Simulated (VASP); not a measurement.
Here is a VASP 6.6.1 calculation.

The input INCAR:

```
ALGO = Normal
EDIFF = 1E-6
ENCUT = 400
GGA = PS
GGA_COMPAT = F
ISIF = 2
ISMEAR = -1
ISPIN = 2
ISYM = -1
LASPH = T
LCHARG = F
LORBIT = 11
LREAL = Auto
LWAVE = F
MAGMOM = 0 0 0 0.091 0 0 0 0 0 0 0 0 0 0.091 0 0.091 0 0 0 0 0 0 0.091 0.091 0 0 0 0 0 0 0 0 0.091 0 0 0 0 0 0 0 0.091 0 0.091 0 0.091 0 0 0 0 0 0 0.091 0.091 0 0 0 0 0 0 0 0 0 0 0 0
NBANDS = 173
NELECT = 261.0
NELM = 200
PREC = Accurate
SIGMA = 0.05
```

KPOINTS

```
explicit points
1
Reciprocal
  0.25000000   0.25000000   0.25000000 1
```

POSCAR

```
Mg32S33
1.0
   10.3639610000      0.0000000000      0.0000000000
    0.0000000000     10.3639610000      0.0000000000
    0.0000000000      0.0000000000     10.3639610000
S Mg
33 32
Direct
    0.2519220000      0.0000320000      0.0003190000
    0.2519360000      0.0000290000      0.5003000000
    0.2519150000      0.5000390000      0.0002820000
    0.1862820000      0.5602160000      0.4646940000
    0.7519290000      0.0000330000      0.0003140000
    0.7519400000      0.0000420000      0.5003180000
    0.7519130000      0.5000360000      0.0002980000
    0.7519730000      0.5000280000      0.5003070000
    0.0018760000      0.2502660000      0.0013530000
    0.0021200000      0.2494020000      0.5010340000
    0.0015790000      0.7499240000      0.9974120000
    0.9961940000      0.7555830000      0.4971270000
    0.5022640000      0.2501560000      0.0031900000
    0.5077390000      0.2444450000      0.5034400000
    0.5019730000      0.7498110000      0.9992440000
    0.5017010000      0.7507760000      0.4995280000
    0.0015500000      0.0024080000      0.2498000000
    0.0026200000      0.9984690000      0.7492950000
    0.9966490000      0.5015370000      0.2444990000
    0.0052410000      0.4983370000      0.7493710000
    0.5012270000      0.0015950000      0.2512950000
    0.5023000000      0.9976580000      0.7508200000
    0.4986120000      0.5017450000      0.2511650000
    0.5072100000      0.4985450000      0.7560790000
    0.2513180000      0.2549620000      0.2543970000
    0.2521230000      0.2429220000      0.7580500000
    0.2517080000      0.7571300000      0.2425580000
    0.2525340000      0.7451140000      0.7462130000
    0.7514080000      0.2521320000      0.2520160000
    0.7539530000      0.2496750000      0.7512900000
    0.7499160000      0.7503750000      0.2493470000
    0.7524480000      0.7479360000      0.7485760000
    0.3180080000      0.4395970000      0.5358610000
    0.0013670000      0.9999740000      0.9995710000
    0.9976940000      0.9992610000      0.4993650000
    0.0002760000      0.5002350000      0.9979620000
    0.9761430000      0.4892760000      0.5065380000
    0.5024900000      0.0001020000      0.0010290000
    0.5061550000      0.0008260000      0.5012290000
    0.5035550000      0.4998470000      0.0026000000
    0.5278420000      0.5110950000      0.4938550000
    0.2520320000      0.2467640000      0.0031740000
    0.2440200000      0.2259830000      0.5015780000
    0.2518080000      0.7533100000      0.9974430000
    0.2596530000      0.7740600000      0.4990790000
    0.7519590000      0.2487460000      0.0015430000
    0.7513240000      0.2450450000      0.5018530000
    0.7518960000      0.7513280000      0.9990680000
    0.7525720000      0.7550790000      0.4987690000
    0.2512870000      0.0026530000      0.2456200000
    0.2525600000      0.9973990000      0.7550110000
    0.2510070000      0.5046600000      0.2344670000
    0.2527800000      0.4953930000      0.7660930000
    0.7512820000      0.0011970000      0.2492590000
    0.7525750000      0.9988630000      0.7513590000
    0.7492970000      0.5013500000      0.2461360000
    0.7545930000      0.4987010000      0.7544420000
    0.0005920000      0.2509350000      0.2486570000
    0.0032210000      0.2467330000      0.7538240000
    0.0003780000      0.7532050000      0.2470410000
    0.0020430000      0.7499110000      0.7475100000
    0.5017990000      0.2501510000      0.2531130000
    0.5034860000      0.2468470000      0.7535500000
    0.5006160000      0.7533650000      0.2467530000
    0.5032540000      0.7491450000      0.7519340000
```

Potentials or basis: VASP PAW PBE potentials, release 64 (S, Mg).

Run with:

```console
$ cat potpaw_PBE.64/S/POTCAR potpaw_PBE.64/Mg/POTCAR > POTCAR
$ mpirun -np 1 vasp_std > vasp.out
```

**Question.** Predict the net moment.

**Answer.** 0.81 μB per cell.

**Question.** Estimate the largest force.

**Answer.** 0.108 eV/Å.

**Question.** Predict the site moments.

**Answer.** S +0.00, +0.12, -0.00, +0.03, +0.07, +0.01 (each value once); Mg +0.00, -0.00 (each value once) μB.

Forces on the atoms (eV/Å):
```
S    0.000  0.001 -0.001
S   -0.001  0.001  0.000
S    0.000  0.000  0.000
S    0.081 -0.058  0.019
S    0.000  0.000  0.000
S    0.000  0.001 -0.001
S    0.000  0.000 -0.001
S   -0.002  0.001  0.000
S   -0.003 -0.003  0.000
S   -0.005 -0.005  0.000
S    0.000  0.000  0.000
S   -0.013  0.012  0.003
S    0.000  0.000  0.000
S    0.013 -0.014  0.000
S    0.004  0.004 -0.001
S    0.005  0.005  0.003
S    0.000  0.001  0.001
S    0.001 -0.001 -0.001
S   -0.012 -0.002 -0.014
S   -0.008 -0.001  0.003
S    0.000  0.001  0.001
S    0.001 -0.001 -0.001
S    0.007  0.001 -0.003
S    0.012  0.001  0.013
S   -0.001 -0.009 -0.006
S    0.000 -0.005  0.006
S    0.000  0.006 -0.007
S    0.000  0.007  0.007
S   -0.001 -0.001 -0.001
S    0.000  0.000  0.001
S   -0.002  0.001 -0.001
S    0.000  0.001  0.001
S   -0.088  0.062 -0.014
Mg   0.002  0.000  0.003
Mg  -0.007 -0.002 -0.002
Mg  -0.001  0.000  0.000
Mg   0.008 -0.002  0.010
Mg   0.000  0.001 -0.001
Mg   0.005  0.001  0.001
Mg   0.000 -0.001 -0.002
Mg  -0.005  0.001 -0.009
Mg   0.003 -0.002  0.000
Mg   0.002  0.006 -0.007
Mg   0.001  0.002  0.001
Mg  -0.001 -0.009  0.006
Mg  -0.001  0.001 -0.001
Mg   0.000 -0.006 -0.001
Mg   0.001 -0.001  0.002
Mg   0.001  0.006  0.000
Mg  -0.001 -0.002 -0.005
Mg   0.004  0.003  0.004
Mg  -0.004 -0.002  0.012
Mg   0.011  0.000 -0.015
Mg   0.002 -0.001  0.002
Mg  -0.001  0.002 -0.001
Mg   0.004 -0.001 -0.006
Mg  -0.004  0.000  0.003
Mg   0.000  0.004  0.002
Mg  -0.001  0.001  0.000
Mg   0.000  0.001 -0.002
Mg   0.000 -0.002 -0.002
Mg  -0.002  0.002  0.002
Mg  -0.002  0.001  0.001
Mg  -0.002  0.000 -0.001
Mg  -0.003 -0.004 -0.001
```

Caveat: the cell carries a net charge on a neutralising background, which shifts energy and pressure; the PAW data sets were made with another functional, which shifts forces and pressure a little.
